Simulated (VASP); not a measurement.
# Sb (R-3m) in VASP: settings compared

Aim: see how the results for Sb move with the level of theory and the settings. Levels: PBEsol, PBE. Tasks: single point.

All numbers are computed with VASP 6.6.1; they aren't measurements. Logs are shortened: lines on timing, memory, paths and dates and some standing lists are left out, and cuts for length are marked.

### Step 1. The cell of the first run

Symmetry: R-3m, No. 166, trigonal system. Conventional cell: a = 4.308 Å, b = 4.308 Å, c = 11.274 Å, α = 90.00°, β = 90.00°, γ = 120.00°. Sb (site symmetry 3m) has 6 Sb at 2.91 to 3.35 Å within 3.8 Å.

### Step 2. Single point, PBEsol

Contents of INCAR:

```
SYSTEM = Sb
  PREC = Accurate
  ENCUT = 520
  EDIFF = 1E-6
  ISMEAR = -1
  SIGMA = 0.1
  LREAL = .FALSE.
  LASPH = .TRUE.
  NELM = 80
  ALGO = Normal
  ISIF = 2
  LWAVE = .FALSE.
  LCHARG = .TRUE.
  GGA = PS
  LELF = .TRUE.
  LVHAR = .TRUE.
  NBANDS = 12
```

Contents of KPOINTS:

```
regular mesh
0
G
  9 9 9
  0 0 0
```

Contents of POSCAR:

```
Sb
1.0
    2.1542000000      1.2437279500      3.7580000000
   -2.1542000000      1.2437279500      3.7580000000
    0.0000000000     -2.4874559000      3.7580000000
Sb
2
Direct
    0.2334900000      0.2334900000      0.2334900000
    0.7665100000      0.7665100000      0.7665100000
```

Potentials or basis: VASP PAW PBE potentials, release 64 (Sb).

Run with:

```console
$ cat potpaw_PBE.64/Sb/POTCAR > POTCAR
$ mpirun -np 1 vasp_std > vasp.out
```

OUTCAR:

```text
SYSTEM = Sb
   PREC = Accurate
   ENCUT = 520
   EDIFF = 1E-6
   ISMEAR = -1
   LREAL = .FALSE.
   LASPH = .TRUE.
   NELM = 80
   ISIF = 2
   GGA = PS

 ion  position               nearest neighbor table
   1  0.233  0.233  0.233-   2 2.91   2 2.91   2 2.91   2 3.35   2 3.35   2 3.35
   2  0.767  0.767  0.767-   1 2.91   1 2.91   1 2.91   1 3.35   1 3.35   1 3.35

  LATTYP: Found a trigonal (rhomboedric) cell.
 ALAT       =     4.5066618304
 COS(alpha) =     0.5430253623

  Lattice vectors:

 A1 = (   2.1542000000,   1.2437279500,   3.7580000000)
 A2 = (  -2.1542000000,   1.2437279500,   3.7580000000)
 A3 = (   0.0000000000,  -2.4874559000,   3.7580000000)

Analysis of symmetry for initial positions (statically):
=====================================================================
 Subroutine PRICEL returns:
 Original cell was already a primitive cell.

 Routine SETGRP: Setting up the symmetry group for a
 trigonal (rhombohedral) supercell.

 Subroutine GETGRP returns: Found 12 space group operations
 (whereof 12 operations were pure point group operations)
 out of a pool of 12 trial point group operations.

The static configuration has the point symmetry D_3d.

Analysis of symmetry for dynamics (positions and initial velocities):
=====================================================================
 Subroutine PRICEL returns:
 Original cell was already a primitive cell.

 Routine SETGRP: Setting up the symmetry group for a
 trigonal (rhombohedral) supercell.

 Subroutine GETGRP returns: Found 12 space group operations
 (whereof 12 operations were pure point group operations)
 out of a pool of 12 trial point group operations.

The dynamic configuration has the point symmetry D_3d.

 Subroutine INISYM returns: Found 12 space group operations
 (whereof 12 operations are pure point group operations),
 and found     1 'primitive' translations

----------------------------------------------------------------------------------------

                                     Primitive cell

  volume of cell :      60.4115

  direct lattice vectors                    reciprocal lattice vectors
     2.154200000  1.243727950  3.758000000     0.232104726  0.134005726  0.088699663
    -2.154200000  1.243727950  3.758000000    -0.232104726  0.134005726  0.088699663
     0.000000000 -2.487455900  3.758000000     0.000000000 -0.268011452  0.088699663

  length of vectors
     4.506661830  4.506661830  4.506661830     0.282307932  0.282307932  0.282307932

  position of ions in fractional coordinates (direct lattice)
     0.233490000  0.233490000  0.233490000
     0.766510000  0.766510000  0.766510000

  ion indices of the primitive-cell ions
   primitive index   ion index
                 1           1
                 2           2

----------------------------------------------------------------------------------------

 KPOINTS: regular mesh

Automatic generation of k-mesh.
 Grid dimensions read from file:
 generate k-points for:    9    9    9

 Generating k-lattice:

  Cartesian coordinates                     Fractional coordinates (reciprocal lattice)
     0.025789414  0.014889525  0.009855518     0.111111111 -0.000000000  0.000000000
    -0.025789414  0.014889525  0.009855518    -0.000000000  0.111111111  0.000000000
     0.000000000 -0.029779050  0.009855518     0.000000000  0.000000000  0.111111111

  Length of vectors
     0.031367548  0.031367548  0.031367548

  Shift w.r.t. Gamma in fractional coordinates (k-lattice)
     0.000000000  0.000000000  0.000000000

 Subroutine IBZKPT returns following result:
 ===========================================

 Found     85 irreducible k-points:

 Following reciprocal coordinates:
            Coordinates               Weight
  0.000000  0.000000  0.000000      1.000000
  0.111111  0.000000  0.000000      6.000000
  0.222222  0.000000  0.000000      6.000000
  0.333333  0.000000  0.000000      6.000000
  0.444444  0.000000  0.000000      6.000000
  0.111111  0.111111 -0.000000      6.000000
[... 16 lines left out ...]
 -0.333333  0.333333  0.000000      6.000000
  0.444444  0.444444  0.000000      6.000000
 [... further k-points ...]
   k-points           NKPTS =     85   k-points in BZ     NKDIM =     85   number of bands    NBANDS=     12
   number of dos      NEDOS =    301   number of ions     NIONS =      2
   total plane-waves  NPLWV =  46656
   dimension x,y,z NGX =    36 NGY =   36 NGZ =   36
   dimension x,y,z NGXF=    72 NGYF=   72 NGZF=   72
   ions per type =               2
   NGX,Y,Z   is equivalent  to a cutoff of  13.28, 13.28, 13.28 a.u.
   NGXF,Y,Z  is equivalent  to a cutoff of  26.56, 26.56, 26.56 a.u.
 SYSTEM =  Sb
   PREC   = accura    normal or accurate (medium, high low for compatibility)
   ISTART =      0    job   : 0-new  1-cont  2-samecut
   ICHARG =      2    charge: 1-file 2-atom 10-const
   ISPIN  =      1    spin polarized calculation?
   LNONCOLLINEAR =      F non collinear calculations
   LSORBIT =      F    spin-orbit coupling
   LASPH  =      T    aspherical Exc in radial PAW
   ENCUT  =  520.0 eV  38.22 Ry    6.18 a.u.   8.38  8.38  8.38*2*pi/ulx,y,z
   NELM   =     80;   NELMIN=  2; NELMDL= -5     # of ELM steps
   EDIFF  = 0.1E-05   stopping-criterion for ELM
   LREAL  =      F    real-space projection
   EDIFFG = 0.1E-04   stopping-criterion for IOM
   NSW    =      0    number of steps for IOM
   IBRION =     -1    ionic relax: 0-MD 1-quasi-New 2-CG
   NFREE  =      0    steps in history (QN), initial steepest desc. (CG)
   ISIF   =      2    stress and relaxation
   ISYM   =      2    0-nonsym 1-usesym 2-fastsym
   POTIM  = 0.5000    time-step for ionic-motion
   TEBEG  =    0.0;   TEEND  =   0.0 temperature during run
   PSTRESS=    0.0 pullay stress
   NELECT =      10.0000    total number of electrons
   NUPDOWN=      -1.0000    fix difference up-down
   EMIN   =  10.00;   EMAX   =-10.00  energy-range for DOS
   EFERMI =   0.00;   METHOD = LEGACY
   ISMEAR =    -1;   SIGMA  =   0.10  broadening in eV -4-tet -1-fermi 0-gaus
   EFERMI_NEDOS =   21; number of points for ismear=-14 and -15
   IALGO  =     38    algorithm
   IMIX   =      4    mixing-type and parameters
     AMIX     =   0.40;   BMIX     =  1.00
     AMIX_MAG =   1.60;   BMIX_MAG =  1.00
  volume/ion in A,a.u.               =      30.21       203.84
  Fermi-wavevector in a.u.,A,eV,Ry     =   0.898880  1.698637 10.993305  0.807985
  Thomas-Fermi vector in A             =   2.021644
   LORBIT       =      0    0 simple, 1 ext, 2 COOP (PROOUT), +10 PAW based schemes
   GGA     = PS    functional components
   LHFCALC =     F    Hartree Fock is set to
   AEXX    =    0.0000 exact exchange contribution
   IVDW    =     0    specifies the selected vdW correction
   LEPSILON=     F    determine dielectric tensor
   LRPA    =     F    only Hartree local field effects (RPA)
 non-spin polarized calculation
  energy-cutoff  :      520.00
  volume of cell :       60.41
 maximum number of plane-waves:      1643
 NGX is ok and might be reduce to    36
   NGX = 17   NGY = 17   NGZ = 17

 number of electron      10.0000000 magnetization

 Free energy of the ion-electron system (eV)
  ---------------------------------------------------
  ext. energy  EPLUGINS =         0.00000000
  ---------------------------------------------------
  free energy    TOTEN  =        -9.12021356 eV

  energy without entropy =       -9.11050669  energy(sigma->0) =       -9.11536013

 E-fermi :   7.1060     XC(G=0):  -9.6645

 val. band max:        7.0603961097   @ k =   0.3333   0.2222   0.2222
 cond. band min:       7.1381212052   @ k =   0.4444   0.0000   0.0000
 fundamental gap:      0.0777250955
 Fermi energy:         7.1060312233

 k-point     1 :       0.0000    0.0000    0.0000
  band No.  band energies     occupation
      1      -5.6036      2.00000
      2       2.3262      2.00000
      3       5.0777      2.00000
      4       5.3445      2.00000
      5       5.3445      2.00000
      6       9.1845      0.00000
      7       9.8256      0.00000
      8       9.8256      0.00000
      9      12.2006      0.00000
     10      12.2006      0.00000
     11      12.3573      0.00000
     12      13.6079      0.00000

 k-point     2 :       0.1111    0.0000    0.0000
  band No.  band energies     occupation
      1      -5.4671      2.00000
      2       1.7340      2.00000
      3       5.1156      2.00000
      4       5.3103      2.00000
      5       5.5624      2.00000
      6       9.1192      0.00000
      7       9.4633      0.00000
      8       9.5096      0.00000
      9      11.6899      0.00000
     10      12.1184      0.00000
     11      12.2521      0.00000
     12      14.5566      0.00000

 k-point     3 :       0.2222    0.0000    0.0000
  band No.  band energies     occupation
      1      -5.0606      2.00000
      2       0.4815      2.00000
      3       5.1235      2.00000
      4       5.2426      2.00000
      5       5.9638      1.99998
      6       8.5610      0.00000
      7       8.7115      0.00000
      8       8.7867      0.00000
      9      11.8127      0.00000
     10      12.4004      0.00000
     11      12.8793      0.00000
     12      16.3784      0.00000

 k-point     4 :       0.3333    0.0000    0.0000
  band No.  band energies     occupation
      1      -4.3968      2.00000
      2      -0.9052      2.00000
      3       5.1894      2.00000
      4       5.1986      2.00000
      5       6.2976      1.99938
      6       7.8053      0.00183
      7       7.8881      0.00080
      8       8.0968      0.00010
      9      12.7241      0.00000
     10      13.5392      0.00000
     11      14.0675      0.00000
     12      17.6255      0.00000

 k-point     5 :       0.4444    0.0000    0.0000
  band No.  band energies     occupation
      1      -3.5343      2.00000
      2      -2.1653      2.00000
      3       5.1909      2.00000
      4       5.2932      2.00000
      5       6.6508      1.97913
      6       7.1381      0.84091
      7       7.3690      0.13450
      8       7.6920      0.00569
      9      14.0810      0.00000
     10      15.2139      0.00000
     11      15.6354      0.00000
     12      15.9704      0.00000
[... 228 lines left out ...]
      1      -3.6407      2.00000
      2      -0.7756      2.00000
      3       2.3208      2.00000
      4       3.6463      2.00000
      5       3.8894      2.00000
      6       9.1625      0.00000
      7      11.2309      0.00000
      8      11.6629      0.00000
      9      12.3530      0.00000
     10      16.1102      0.00000
     11      16.2723      0.00000
     12      16.9857      0.00000

 k-point    22 :      -0.4444    0.3333    0.0000
  band No.  band energies     occupation
      1      -3.0081      2.00000
      2      -1.6376      2.00000
      3       1.9301      2.00000
      4       3.8273      2.00000
      5       4.1029      2.00000
      6       9.9514      0.00000
      7      10.5481      0.00000
      8      11.0260      0.00000
      9      12.8401      0.00000
     10      14.9767      0.00000
     11      15.9156      0.00000
     12      17.8765      0.00000

 k-point    23 :      -0.3333    0.3333    0.0000
  band No.  band energies     occupation
      1      -2.5521      2.00000
      2      -2.3747      2.00000
      3       2.0503      2.00000
      4       4.3124      2.00000
      5       4.5573      2.00000
      6       9.3055      0.00000
      7       9.6431      0.00000
      8      12.2377      0.00000
      9      12.5277      0.00000
     10      13.5619      0.00000
     11      14.9450      0.00000
     12      17.1388      0.00000

 k-point    24 :       0.4444    0.4444    0.0000
  band No.  band energies     occupation
      1      -3.3822      2.00000
      2      -0.7737      2.00000
      3       1.8546      2.00000
      4       3.4400      2.00000
      5       3.5105      2.00000
      6       8.6357      0.00000
      7      11.9883      0.00000
      8      12.5513      0.00000
      9      13.5994      0.00000
     10      15.7200      0.00000
     11      16.7321      0.00000
     12      17.9219      0.00000

 [... further k-points ...]
[... 5 lines left out ...]
  --------------------------------------------------------------------------------------
  -------------------------------------------------------------------------------------
  Total        0.1452290      0.1452290     -0.0390268      0.0000000      0.0000000      0.0000000
  in kB        3.8516293      3.8516293     -1.0350328      0.0000000      0.0000000      0.0000000
  external PRESSURE =       2.2227419 kB  Pullay stress =       0.0000000 kB

 VOLUME and BASIS-vectors are now :
 -----------------------------------------------------------------------------
  energy-cutoff  :      520.00
  volume of cell :       60.41
      direct lattice vectors                 reciprocal lattice vectors
     2.154200000  1.243727950  3.758000000     0.232104726  0.134005726  0.088699663
    -2.154200000  1.243727950  3.758000000    -0.232104726  0.134005726  0.088699663
     0.000000000 -2.487455900  3.758000000     0.000000000 -0.268011452  0.088699663

 POSITION                                       TOTAL-FORCE (eV/Angst)
 -----------------------------------------------------------------------------------
      0.00000      0.00000      2.63237         0.000000      0.000000      0.193842
      0.00000      0.00000      8.64163         0.000000      0.000000     -0.193842
 -----------------------------------------------------------------------------------
    total drift:                                0.000000     -0.000000     -0.000000

  FREE ENERGIE OF THE ION-ELECTRON SYSTEM (eV)
  ---------------------------------------------------
  free  energy   TOTEN  =        -9.1202135626 eV

  energy  without entropy=       -9.1105066887  energy(sigma->0) =       -9.11536013
```

Run time: 92 s. Hardware: 1 thread of Intel Xeon 8259CL, shared host; peak memory 0.22 GiB.

Results:

```yaml
Free_energy: -9.1202 eV
Pressure: 0.2 GPa
Largest_force: 0.194 eV/Å
Band_gap_on_the_k_mesh: 0.08 eV, indirect (least direct gap 0.49 eV)
```

Forces in eV/Å, atoms in the order of the input:
```
Sb   0.000  0.000  0.194
Sb   0.000  0.000 -0.194
```

Stress tensor (GPa, compression positive):
```
 0.39  0.00  0.00
 0.00  0.39  0.00
 0.00  0.00 -0.10
```

Caveat: the PAW data sets were made with another functional, which shifts forces and pressure a little; spin-orbit coupling is left out, which moves the levels of the heavy elements.

### Step 3. Single point, PBE

Contents of INCAR:

```
SYSTEM = Sb
PREC = Accurate
ENCUT = 520
EDIFF = 1E-6
ISMEAR = -1
SIGMA = 0.1
LREAL = .False.
LASPH = .True.
NELM = 60
ALGO = Normal
ISIF = 2
LWAVE = .False.
LCHARG = .False.
GGA = PE
NBANDS = 12
```

Contents of KPOINTS:

```
regular mesh
0
Gamma
  9 9 9
  0 0 0
```

POSCAR is that of step 2.

Potentials or basis: VASP PAW PBE potentials, release 64 (Sb).

Run with:

```console
$ cat potpaw_PBE.64/Sb/POTCAR > POTCAR
$ mpirun -np 1 vasp_std > vasp.out
```

Run time: 77 s. Hardware: 1 thread of Intel Xeon 8259CL, shared host; peak memory 0.22 GiB.

It converged, with:

* Free energy: -8.2592 eV
* Pressure: 2.8 GPa
* Largest force: 0.237 eV/Å
* Band gap on the k mesh: 0.08 eV, indirect (least direct gap 0.49 eV)

Forces on the atoms (eV/Å):
```
Sb   0.000  0.000  0.237
Sb   0.000  0.000 -0.237
```

Stress tensor (GPa, compression positive):
```
2.95 0.00 0.00
0.00 2.95 0.00
0.00 0.00 2.48
```

Levels at points of the mesh, in eV from the valence-band top:
```tsv
k point	band 1	band 2	band 3	band 4	band 5	band 6	band 7	band 8	band 9	band 10
(0.00, 0.00, 0.00)	-12.67	-4.73	-2.01	-1.75	-1.75	2.11	2.75	2.75	5.14	5.14
```

Caveat: spin-orbit coupling is left out, which moves the levels of the heavy elements. A k mesh can miss the band edges.
